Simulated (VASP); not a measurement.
A run of VASP 6.6.1 is set up as follows.

Contents of INCAR:

```
PREC = Accurate ; ENCUT = 520
EDIFF = 1E-6 ; ISMEAR = -1
SIGMA = 0.1 ; LREAL = False
LASPH = True ; NELM = 150
ALGO = Normal ; ISIF = 2
LWAVE = False ; LCHARG = False
ISPIN = 2 ; MAGMOM = 0
LORBIT = 11 ; NUPDOWN = 0.0
LMAXMIX = 4 ; GGA = PE
NBANDS = 14
```

The input KPOINTS:

```
regular mesh
0
Gamma
  12 12 12
```

File POSCAR:

```
Fe
1.0
    0.0000000000      1.8395000000      1.8395000000
    1.8395000000      0.0000000000      1.8395000000
    1.8395000000      1.8395000000      0.0000000000
Fe
1
Direct
    0.0000000000      0.0000000000      0.0000000000
```

Potentials or basis: VASP PAW PBE potentials, release 64 (Fe).

Launch:

```bash
$ cat potpaw_PBE.64/Fe/POTCAR > POTCAR
$ mpirun -np 1 vasp_std > vasp.out
```

Task: What does it give for the pressure?

Result: -34.6 GPa.

Caveat: the total moment is fixed, so each spin has its own Fermi level.
